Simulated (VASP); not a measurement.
# C (P1) in VASP: single point with LDA

Aim: the single point of C with LDA.

Program: VASP 6.6.1. These are calculated values, not measurements. Logs are shortened: lines on timing, memory, paths and dates and some standing lists are left out, and cuts for length are marked.

## Step 1: The cell of the first run

The typed cell holds 16 atoms: a = 5.212 Å, b = 5.212 Å, c = 5.212 Å, α = 60.00°, β = 60.00°, γ = 60.00°.

## Step 2: Single point, LDA

File INCAR:

```
SYSTEM = C
PREC = Accurate
ENCUT = 520
EDIFF = 1E-6
ISMEAR = -1
SIGMA = 0.36
LREAL = Auto
LASPH = .TRUE.
NELM = 100
ALGO = Normal
ISIF = 2
LWAVE = .FALSE.
LCHARG = .FALSE.
GGA = CA
NBANDS = 46
```

File KPOINTS:

```
regular mesh
0
G
  4 4 4
  0 0 0
```

File POSCAR:

```
C
1.0
    0.0000000000      3.6852400000      3.6852400000
    3.6852400000      0.0000000000      3.6852400000
    3.6852400000      3.6852400000      0.0000000000
C
16
Direct
    0.0264433253     -0.0102164310     -0.0154264037
    0.1152977825      0.1067501710      0.1603152034
   -0.0117767093      0.0115324918      0.5294092108
    0.1524188384      0.1540469549      0.5652006382
   -0.0312734042      0.5043769198      0.0000678382
    0.1031411794      0.6146953794      0.1201278614
    0.0022793631      0.5170897961      0.4728592982
    0.0879182903      0.6377060924      0.6322247669
    0.4838762197     -0.0195645331      0.0257242405
    0.6745150926      0.0819620974      0.0991387264
    0.5351076185      0.0046401320      0.4782049473
    0.6023352617      0.1395160152      0.6486551758
    0.4791139790      0.4997096526     -0.0251951026
    0.6119411490      0.5932992152      0.1486606028
    0.4558319133      0.4935770805      0.5198711617
    0.6385065830      0.6327539048      0.6018468268
```

Potentials or basis: VASP PAW LDA potentials, release 64 (C).

Command:

```bash
> cat potpaw_LDA.64/C/POTCAR > POTCAR
> mpirun -np 1 vasp_std > vasp.out
```

OUTCAR:

```text
SYSTEM = C
   PREC = Accurate
   ENCUT = 520
   EDIFF = 1E-6
   ISMEAR = -1
   LREAL = Auto
   LASPH = .TRUE.
   NELM = 100
   ISIF = 2
   GGA = CA

 ion  position               nearest neighbor table
   1  0.026  0.990  0.985-  10 1.50   6 1.61   2 1.64   4 1.79
   2  0.115  0.107  0.160-   9 1.57   3 1.58   1 1.64   5 1.70
   3  0.988  0.012  0.529-   4 1.50   2 1.58   8 1.60  12 1.64
   4  0.152  0.154  0.565-   3 1.50   7 1.55  11 1.64   1 1.79
   5  0.969  0.504  0.000-  14 1.53   6 1.55   8 1.57   2 1.70
   6  0.103  0.615  0.120-   7 1.51   5 1.55  13 1.60   1 1.61
[... 8 lines left out ...]
  15  0.456  0.494  0.520-  12 1.52   8 1.57  14 1.59  16 1.74
  16  0.639  0.633  0.602-   7 1.55  11 1.59  13 1.60  15 1.74

  LATTYP: Found a face centered cubic cell.
 ALAT       =     7.3704800000

  Lattice vectors:

 A1 = (   0.0000000000,   3.6852400000,   3.6852400000)
 A2 = (   3.6852400000,   0.0000000000,   3.6852400000)
 A3 = (   3.6852400000,   3.6852400000,   0.0000000000)

Analysis of symmetry for initial positions (statically):
=====================================================================
 Subroutine PRICEL returns:
 Original cell was already a primitive cell.

 Routine SETGRP: Setting up the symmetry group for a
 face centered cubic supercell.

 Subroutine GETGRP returns: Found  1 space group operations
 (whereof  1 operations were pure point group operations)
 out of a pool of 48 trial point group operations.

The static configuration has the point symmetry C_1 .

Analysis of symmetry for dynamics (positions and initial velocities):
=====================================================================
 Subroutine PRICEL returns:
 Original cell was already a primitive cell.

 Routine SETGRP: Setting up the symmetry group for a
 face centered cubic supercell.

 Subroutine GETGRP returns: Found  1 space group operations
 (whereof  1 operations were pure point group operations)
 out of a pool of 48 trial point group operations.

The dynamic configuration has the point symmetry C_1 .

 Subroutine INISYM returns: Found  1 space group operations
 (whereof  1 operations are pure point group operations),
 and found     1 'primitive' translations

----------------------------------------------------------------------------------------

                                     Primitive cell

  volume of cell :     100.0984

  direct lattice vectors                    reciprocal lattice vectors
     0.000000000  3.685240000  3.685240000    -0.135676374  0.135676374  0.135676374
     3.685240000  0.000000000  3.685240000     0.135676374 -0.135676374  0.135676374
     3.685240000  3.685240000  0.000000000     0.135676374  0.135676374 -0.135676374

  length of vectors
     5.211716389  5.211716389  5.211716389     0.234998373  0.234998373  0.234998373

  position of ions in fractional coordinates (direct lattice)
     0.026443325  0.989783569  0.984573596
     0.115297783  0.106750171  0.160315203
     0.988223291  0.011532492  0.529409211
     0.152418838  0.154046955  0.565200638
     0.968726596  0.504376920  0.000067838
     0.103141179  0.614695379  0.120127861
[... 8 lines left out ...]
     0.455831913  0.493577081  0.519871162
     0.638506583  0.632753905  0.601846827

  ion indices of the primitive-cell ions
   primitive index   ion index
                 1           1
                 2           2
                 3           3
                 4           4
                 5           5
                 6           6
[... 8 lines left out ...]
                15          15
                16          16

----------------------------------------------------------------------------------------

 KPOINTS: regular mesh

Automatic generation of k-mesh.
 Grid dimensions read from file:
 generate k-points for:    4    4    4

 Generating k-lattice:

  Cartesian coordinates                     Fractional coordinates (reciprocal lattice)
    -0.033919093  0.033919093  0.033919093     0.250000000  0.000000000  0.000000000
     0.033919093 -0.033919093  0.033919093     0.000000000  0.250000000  0.000000000
     0.033919093  0.033919093 -0.033919093     0.000000000  0.000000000  0.250000000

  Length of vectors
     0.058749593  0.058749593  0.058749593

  Shift w.r.t. Gamma in fractional coordinates (k-lattice)
     0.000000000  0.000000000  0.000000000

 Subroutine IBZKPT returns following result:
 ===========================================

 Found     36 irreducible k-points:

 Following reciprocal coordinates:
            Coordinates               Weight
  0.000000  0.000000  0.000000      1.000000
  0.250000  0.000000  0.000000      2.000000
  0.000000  0.250000  0.000000      2.000000
  0.000000  0.000000  0.250000      2.000000
  0.250000  0.250000  0.250000      2.000000
  0.500000  0.000000  0.000000      1.000000
[... 16 lines left out ...]
  0.250000  0.500000  0.500000      2.000000
  0.500000  0.000000  0.250000      2.000000
 [... further k-points ...]
   k-points           NKPTS =     36   k-points in BZ     NKDIM =     36   number of bands    NBANDS=     46
   number of dos      NEDOS =    301   number of ions     NIONS =     16
   total plane-waves  NPLWV =  64000
   dimension x,y,z NGX =    40 NGY =   40 NGZ =   40
   dimension x,y,z NGXF=    80 NGYF=   80 NGZF=   80
   ions per type =              16
   NGX,Y,Z   is equivalent  to a cutoff of  12.76, 12.76, 12.76 a.u.
   NGXF,Y,Z  is equivalent  to a cutoff of  25.52, 25.52, 25.52 a.u.
 SYSTEM =  C
   PREC   = accura    normal or accurate (medium, high low for compatibility)
   ISTART =      0    job   : 0-new  1-cont  2-samecut
   ICHARG =      2    charge: 1-file 2-atom 10-const
   ISPIN  =      1    spin polarized calculation?
   LNONCOLLINEAR =      F non collinear calculations
   LSORBIT =      F    spin-orbit coupling
   LASPH  =      T    aspherical Exc in radial PAW
   ENCUT  =  520.0 eV  38.22 Ry    6.18 a.u.   9.69  9.69  9.69*2*pi/ulx,y,z
   NELM   =    100;   NELMIN=  2; NELMDL= -5     # of ELM steps
   EDIFF  = 0.1E-05   stopping-criterion for ELM
   LREAL  =      T    real-space projection
   EDIFFG = 0.1E-04   stopping-criterion for IOM
   NSW    =      0    number of steps for IOM
   IBRION =     -1    ionic relax: 0-MD 1-quasi-New 2-CG
   NFREE  =      0    steps in history (QN), initial steepest desc. (CG)
   ISIF   =      2    stress and relaxation
   ISYM   =      2    0-nonsym 1-usesym 2-fastsym
   POTIM  = 0.5000    time-step for ionic-motion
   TEBEG  =    0.0;   TEEND  =   0.0 temperature during run
   PSTRESS=    0.0 pullay stress
   NELECT =      64.0000    total number of electrons
   NUPDOWN=      -1.0000    fix difference up-down
   EMIN   =  10.00;   EMAX   =-10.00  energy-range for DOS
   EFERMI =   0.00;   METHOD = LEGACY
   ISMEAR =    -1;   SIGMA  =   0.36  broadening in eV -4-tet -1-fermi 0-gaus
   EFERMI_NEDOS =   21; number of points for ismear=-14 and -15
   IALGO  =     38    algorithm
   IMIX   =      4    mixing-type and parameters
     AMIX     =   0.40;   BMIX     =  1.00
     AMIX_MAG =   1.60;   BMIX_MAG =  1.00
  volume/ion in A,a.u.               =       6.26        42.22
  Fermi-wavevector in a.u.,A,eV,Ry     =   1.410346  2.665168 27.063025  1.989076
  Thomas-Fermi vector in A             =   2.532309
   LORBIT       =      0    0 simple, 1 ext, 2 COOP (PROOUT), +10 PAW based schemes
   GGA     = CA    functional components
   LHFCALC =     F    Hartree Fock is set to
   AEXX    =    0.0000 exact exchange contribution
   IVDW    =     0    specifies the selected vdW correction
   LEPSILON=     F    determine dielectric tensor
   LRPA    =     F    only Hartree local field effects (RPA)
 non-spin polarized calculation
  energy-cutoff  :      520.00
  volume of cell :      100.10
 maximum number of plane-waves:      2733
 NGX is ok and might be reduce to    40
   NGX = 19   NGY = 19   NGZ = 19

 number of electron      64.0000000 magnetization

 Free energy of the ion-electron system (eV)
  ---------------------------------------------------
  ext. energy  EPLUGINS =         0.00000000
  ---------------------------------------------------
  free energy    TOTEN  =      -155.55496579 eV

  energy without entropy =     -155.52244534  energy(sigma->0) =     -155.53870557

 E-fermi :  10.1272     XC(G=0): -13.0507

 val. band max:        9.0548692836   @ k =   0.0000   0.0000   0.0000
 cond. band min:      11.4619388953   @ k =   0.0000   0.0000   0.0000
 fundamental gap:      2.4070696117
 Fermi energy:        10.1271541502

 k-point     1 :       0.0000    0.0000    0.0000
  band No.  band energies     occupation
      1     -11.8200      2.00000
      2      -6.8940      2.00000
      3      -6.5989      2.00000
      4      -6.4814      2.00000
      5      -6.2940      2.00000
      6      -4.7343      2.00000
[... 36 lines left out ...]
     43      15.1997      0.00000
     44      15.4799      0.00000

 k-point     2 :       0.2500    0.0000    0.0000
  band No.  band energies     occupation
      1     -11.4315      2.00000
      2      -8.3046      2.00000
      3      -6.7685      2.00000
      4      -6.5931      2.00000
      5      -6.4490      2.00000
      6      -5.4980      2.00000
[... 36 lines left out ...]
     43      15.3976      0.00000
     44      15.6338      0.00000

 k-point     3 :       0.0000    0.2500    0.0000
  band No.  band energies     occupation
      1     -11.4236      2.00000
      2      -8.3666      2.00000
      3      -6.8928      2.00000
      4      -6.5478      2.00000
      5      -6.3267      2.00000
      6      -5.3005      2.00000
[... 36 lines left out ...]
     43      15.2326      0.00000
     44      15.4682      0.00000

 k-point     4 :       0.0000    0.0000    0.2500
  band No.  band energies     occupation
      1     -11.4284      2.00000
      2      -8.3339      2.00000
      3      -6.8408      2.00000
      4      -6.5926      2.00000
      5      -6.3582      2.00000
      6      -5.4269      2.00000
[... 882 lines left out ...]
     43      16.5444      0.00000
     44      16.8087      0.00000

 k-point    23 :       0.2500    0.5000    0.5000
  band No.  band energies     occupation
      1     -10.3870      2.00000
      2      -9.4151      2.00000
      3      -8.1827      2.00000
      4      -7.4545      2.00000
      5      -7.0234      2.00000
      6      -5.5240      2.00000
[... 36 lines left out ...]
     43      16.4942      0.00000
     44      16.7513      0.00000

 k-point    24 :       0.5000    0.0000    0.2500
  band No.  band energies     occupation
      1     -10.4380      2.00000
      2      -9.2686      2.00000
      3      -8.2581      2.00000
      4      -7.4678      2.00000
      5      -7.0626      2.00000
      6      -5.4622      2.00000
[... 36 lines left out ...]
     43      16.3587      0.00000
     44      16.9192      0.00000

 [... further k-points ...]

 [bands above 44 left out]

------------------------ aborting loop because EDIFF is reached ----------------------------------------

  FORCE on cell =-STRESS in cart. coord.  units (eV):
  Direction    XX          YY          ZZ          XY          YZ          ZX
  --------------------------------------------------------------------------------------
  -------------------------------------------------------------------------------------
  Total      -26.3446884    -24.2329854    -26.9919934      0.0327982     -1.2166886      2.0586303
  in kB     -421.6735148   -387.8735613   -432.0342890      0.5249685    -19.4743370     32.9504700
  external PRESSURE =    -413.8604550 kB  Pullay stress =       0.0000000 kB

 VOLUME and BASIS-vectors are now :
 -----------------------------------------------------------------------------
  energy-cutoff  :      520.00
  volume of cell :      100.10
      direct lattice vectors                 reciprocal lattice vectors
     0.000000000  3.685240000  3.685240000    -0.135676374  0.135676374  0.135676374
     3.685240000  0.000000000  3.685240000     0.135676374 -0.135676374  0.135676374
     3.685240000  3.685240000  0.000000000     0.135676374  0.135676374 -0.135676374

 POSITION                                       TOTAL-FORCE (eV/Angst)
 -----------------------------------------------------------------------------------
      7.27598      3.72584      3.74504         0.530964     -0.833873     -0.854631
      0.98420      1.01570      0.81830        -1.743031     -2.682189      1.419102
      1.99350      5.59284      3.68434        -2.854653     -3.215484     -0.245120
      2.65060      2.64460      1.12940         2.402351      4.895532     -2.879510
      1.85900      3.57024      5.42874        -0.310008      2.499496     -1.486099
      2.70800      0.82280      2.64540        -1.111034      0.118561      4.777885
[... 8 lines left out ...]
      3.73480      3.59570      3.49880        -0.521389      1.403379      4.241705
      4.54980      4.57100      4.68490         2.109048     -1.046036     -3.283989
 -----------------------------------------------------------------------------------
    total drift:                                0.011328      0.004969      0.014989

  FREE ENERGIE OF THE ION-ELECTRON SYSTEM (eV)
  ---------------------------------------------------
  free  energy   TOTEN  =      -155.5549657901 eV

  energy  without entropy=     -155.5224453407  energy(sigma->0) =     -155.53870557
```

It took 2.6 min on 1 thread of AMD EPYC 9R45 (Zen 5), shared host; peak memory 0.22 GiB.

What came out:

* Free energy: -155.5550 eV
* Pressure: -41.4 GPa
* Largest force: 6.258 eV/Å
* Band gap on the k mesh: 2.41 eV

Forces in eV/Å, atoms in the order of the input:
```
C    0.531 -0.834 -0.855
C   -1.743 -2.682  1.419
C   -2.855 -3.215 -0.245
C    2.402  4.896 -2.880
C   -0.310  2.499 -1.486
C   -1.111  0.119  4.778
C    0.331  0.219 -2.332
C   -0.472  1.991  1.384
C   -1.110  0.862  1.342
C    5.634 -2.696 -0.394
C   -0.484 -1.959 -1.975
C   -2.622  0.482 -1.084
C   -0.291  4.248  1.414
C    0.513 -4.287 -0.045
C   -0.521  1.403  4.242
C    2.109 -1.046 -3.284
```

Stress tensor (GPa, compression positive):
```
-42.17   0.05   3.30
  0.05 -38.79  -1.95
  3.30  -1.95 -43.20
```

Levels at points of the mesh, in eV from the valence-band top:
```csv
k point,band 29,band 30,band 31,band 32,band 33,band 34,band 35,band 36
"(0.00, 0.00, 0.00)",-2.49,-1.14,-0.33,0.00,2.41,2.86,3.15,3.29
"(0.50, 0.00, 0.00)",-2.63,-2.08,-1.75,-1.32,3.28,4.33,4.54,4.76
"(0.00, 0.50, 0.00)",-3.04,-2.59,-1.65,-1.51,3.80,4.13,4.31,4.37
"(0.00, 0.00, 0.50)",-2.86,-2.54,-2.15,-0.97,3.42,4.06,4.46,4.66
"(0.50, 0.50, 0.50)",-2.67,-2.32,-1.97,-1.28,3.44,3.95,4.19,4.62
"(0.50, 0.50, 0.00)",-3.38,-3.16,-2.61,-2.37,2.84,3.06,5.42,5.66
"(0.00, 0.50, 0.50)",-3.39,-3.26,-3.16,-2.41,3.05,3.39,5.13,5.86
"(0.50, 0.00, 0.50)",-3.57,-3.07,-2.64,-2.36,3.25,3.41,5.29,5.77
```

Caveat: the cell stands under tension; forces of over 1 eV/Å act on the atoms, so gaps and moduli don't describe the material at rest.
